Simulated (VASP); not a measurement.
ZnSnP2: single point with PBEsol

ZnSnP2:

```
Zn Sn P
1.0
    -2.67005    2.67005    5.49975
     2.67005   -2.67005    5.49975
     2.67005    2.67005   -5.49975
Zn Sn P
2 2 4
Direct
  0.75000 0.25000 0.50000
  0.00000 0.00000 0.00000
  0.25000 0.75000 0.50000
  0.50000 0.50000 0.00000
  0.37500 0.35049 0.47549
  0.64951 0.12500 0.02451
  0.10049 0.62500 0.97549
  0.87500 0.89951 0.52451
```

| Item | Value |
| --- | --- |
| Program | VASP 6.6.1 |
| Task | single point |
| Functional | PBEsol |
| Potentials or basis | VASP PAW PBE potentials, release 64 (Zn, Sn_d, P) |
| Cutoff | 500 eV |
| k mesh | 8 × 8 × 8 |
| Occupations | gaussian, width 0.05 eV |
| Spin | no spin polarisation |

```yaml
Pressure: 12.8 GPa
Largest_force: 0.350 eV/Å
Band_gap_on_the_k_mesh: 0.84 eV (least direct gap 1.05 eV)
```

Forces on the atoms (eV/Å):
```
Zn   0.000  0.000  0.000
Zn   0.000  0.000  0.000
Sn   0.000  0.000  0.000
Sn   0.000  0.000  0.000
P   -0.350  0.000  0.000
P    0.000  0.350  0.000
P    0.000 -0.350  0.000
P    0.350  0.000  0.000
```

Stress tensor (GPa, compression positive):
```
13.36  0.00  0.00
 0.00 13.36  0.00
 0.00  0.00 11.81
```

Levels at points of the mesh, in eV from the valence-band top:
| k point | band 33 | band 34 | band 35 | band 36 | band 37 | band 38 | band 39 | band 40 |
| --- | --- | --- | --- | --- | --- | --- | --- | --- |
| (0.00, 0.00, 0.00) | -3.05 | -0.18 | 0.00 | 0.00 | 1.05 | 1.44 | 1.50 | 3.18 |
| (0.50, 0.00, 0.00) | -2.76 | -2.52 | -1.87 | -1.33 | 2.50 | 2.76 | 2.76 | 3.45 |
| (0.50, 0.50, 0.00) | -1.28 | -1.28 | -1.08 | -1.08 | 1.29 | 1.29 | 2.98 | 2.98 |
| (0.50, 0.50, 0.50) | -2.01 | -2.01 | -1.76 | -1.76 | 0.84 | 0.84 | 1.12 | 1.12 |

It took 13 min on 1 thread of Oxide Virtual Turin-like Processor (shared host), peak memory 0.53 GiB.

Caveat: the cell stands under pressure; the PAW data sets were made with another functional, which shifts forces and pressure a little; spin-orbit coupling is left out, which moves the levels of the heavy elements. A k mesh can miss the band edges.
